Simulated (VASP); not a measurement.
A run of VASP 6.6.1 is set up as follows.

The input INCAR:

```
ALGO = Normal
EDIFF = 1E-7
EDIFFG = -0.04
ENCUT = 600
GGA = PE
IBRION = 2
ISIF = 3
ISMEAR = 0
LASPH = T
LCHARG = F
LREAL = F
LWAVE = F
NELM = 80
NSW = 90
PREC = Accurate
SIGMA = 0.1
```

Contents of KPOINTS:

```
k-points
0
Gamma
  4 4 4
```

The input POSCAR:

```
Ta2Sn
1.0
    0.0000000000      3.9059671022      3.9059671022
    3.9059671022      0.0000000000      3.9059671022
    3.9059671022      3.9059671022      0.0000000000
Ta Sn
4 2
Direct
    0.6250000000      0.6250000000      0.6250000000
    0.1250000000      0.6250000000      0.6250000000
    0.6250000000      0.6250000000      0.1250000000
    0.6250000000      0.1250000000      0.6250000000
    0.0000000000      0.0000000000      0.0000000000
    0.2500000000      0.2500000000      0.2500000000
```

Potentials or basis: VASP PAW PBE potentials, release 64 (Ta_pv, Sn_d).

Run with:

```bash
$ cat potpaw_PBE.64/Ta_pv/POTCAR potpaw_PBE.64/Sn_d/POTCAR > POTCAR
$ mpirun -np 1 vasp_std > vasp.out
```

Question: Estimate the band gap on the k mesh.

Answer: Zero (bands 36 and 37 overlap by 0.06 eV).

Question: What does it give for the relaxed cell?

Answer: a = 5.599 Å, b = 5.599 Å, c = 5.599 Å, α = 60.00°, β = 60.00°, γ = 60.00°.

Step by step:
```tsv
step	energy change (eV)	largest force (eV/Å)	pressure (GPa)	volume (Å³)
1	0.0000	0.0000	6.02	119.18
2	0.1353	0.0000	-7.96	132.52
3	-0.0881	0.0000	-0.10	124.13
```

Caveat: spin-orbit coupling is left out, which moves the levels of the heavy elements.
